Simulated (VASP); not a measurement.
Crystal: C.

```xyz
4
Lattice="2.4700 0.0000 0.0000 -1.2350 2.1391 0.0000 0.0000 0.0000 6.7900" Properties=species:S:1:pos:R:3 pbc="T T T"
C     0.0000    0.0000    0.0000
C     0.0000    0.0000    3.3950
C     0.0000    1.4261    0.0340
C     1.2350    0.7130    3.4289
```

- Program: VASP 6.6.1
- Task: relaxation of cell and atoms
- Functional: PBEsol
- Dispersion: D3(BJ)
- Potentials or basis: VASP PAW PBE potentials, release 64 (C)
- Cutoff: 600 eV
- k mesh: 21 × 21 × 6
- Occupations: gaussian, width 0.1 eV
- Spin: no spin polarisation

At the start: pressure -4.1 GPa; volume 8.97 Å³/atom.

Question: How do energy, volume and symmetry change on relaxing?

Answer: Over 14 steps the energy falls by 7.7 meV/atom and the volume is 8.53 Å³/atom (-4.9 %); space group P6_3/mmc (No. 194, to 0.05 Å).

The path:
```csv
step,energy change (eV),largest force (eV/Å),pressure (GPa),volume (Å³)
1,0.0000,0.5694,-4.13,35.88
2,0.0149,0.3475,9.29,34.69
3,-0.0220,0.1685,1.50,35.35
4,-0.0218,0.1968,-2.58,35.57
5,-0.0256,0.0105,-0.53,35.46
6,-0.0262,0.0184,-0.38,35.35
7,-0.0279,0.0420,0.07,35.03
8,-0.0295,0.0883,1.03,34.39
9,-0.0298,0.0828,0.84,34.37
10,-0.0304,0.0663,0.30,34.28
11,-0.0306,0.0336,-0.77,34.12
12,-0.0307,0.0471,-0.33,34.19
13,-0.0308,0.0343,-0.24,34.16
14,-0.0309,0.0007,0.00,34.11
```

Final structure:
```yaml
crystal:
  lattice:
    - [2.45910, 0.00000, 0.00000]
    - [-1.22955, 2.12964, 0.00000]
    - [0.00000, 0.00000, 6.51238]
  atoms:
    - { symbol: C, position: [0.00000, 0.00000, 0.00250] }
    - { symbol: C, position: [0.00000, 0.00000, 0.50250] }
    - { symbol: C, position: [0.33333, 0.66667, 0.00250] }
    - { symbol: C, position: [0.66667, 0.33333, 0.50250] }
```

Caveat: the PAW data sets were made with another functional, which shifts forces and pressure a little.
